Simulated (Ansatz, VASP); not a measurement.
## One calculation of TaN, two programs

INCAR

```
PREC = Accurate ; ENCUT = 520
EDIFF = 1E-6 ; ISMEAR = 0
SIGMA = 0.15 ; LREAL = F
LASPH = T ; NELM = 60
ALGO = Normal ; ISIF = 2
LWAVE = F ; LCHARG = F
GGA = PS ; NBANDS = 15
```

Contents of KPOINTS:

```
regular mesh
0
Gamma
  18 18 18
```

Contents of POSCAR:

```
TaN
1.0
    0.0000000000      2.1790000000      2.1790000000
    2.2007900000      0.0000000000      2.1790000000
    2.2007900000      2.1790000000      0.0000000000
Ta N
1 1
Direct
    0.5000000000      0.5000000000      0.5000000000
    0.0000000000      0.0000000000      0.0000000000
```

Input for Ansatz:

```yaml
crystal:
  lattice:
    - [0.0, 2.179, 2.179]
    - [2.20079, 0.0, 2.179]
    - [2.20079, 2.179, 0.0]
  atoms:
    - { symbol: Ta, position: [0.5, 0.5, 0.5] }
    - { symbol: "N", position: [0.0, 0.0, 0.0] }
basis:
  ecutwfc: 420
kpoints:
  mp_grid: { grid: [18, 18, 18] }
hamiltonian:
  xc: pbesol
scf:
  occupations: { method: gaussian, width: 0.15 }
output:
  forces: true
  stress: true
  eigenvalues: true
```

Change from the starting cell: strain +0.0100 x Voigt [1, 0, 0, 0, 0, 0], atoms carried along.

Alike in both runs: task single point; functional PBEsol; k mesh 18 × 18 × 18; occupations gaussian, width 0.15 eV; no spin polarisation.

```csv
,VASP,Ansatz
version,VASP 6.6.1,Ansatz 0.2.0
potentials or method,"VASP PAW PBE potentials, release 64 (Ta_pv, N), cutoff 520 eV","scalar-relativistic, plane waves, PAW"
valence electrons in the cell,16,18
```

VASP gave:

| Quantity | Value |
| --- | --- |
| gap on the k mesh at the Fermi level (eV) | none |
| pressure (GPa) | 1.9 |
| traceless stress, the component that is largest in VASP (GPa) | -4.23 |

Estimate Ansatz's values.

gap on the k mesh at the Fermi level (eV): none; pressure (GPa): 0.9; traceless stress, the component that is largest in VASP (GPa): -4.21.

VASP's potentials were made for PBE, not for PBEsol. A gap of «none» marks a metal or a gap that the smearing closes. The functional is the same, so the differences come from potentials, cutoffs and numerics. VASP's potentials hold 16 valence electrons a cell and Ansatz's 18, so a difference there can come from the potentials and not from the codes.

Spin-orbit coupling is off throughout.
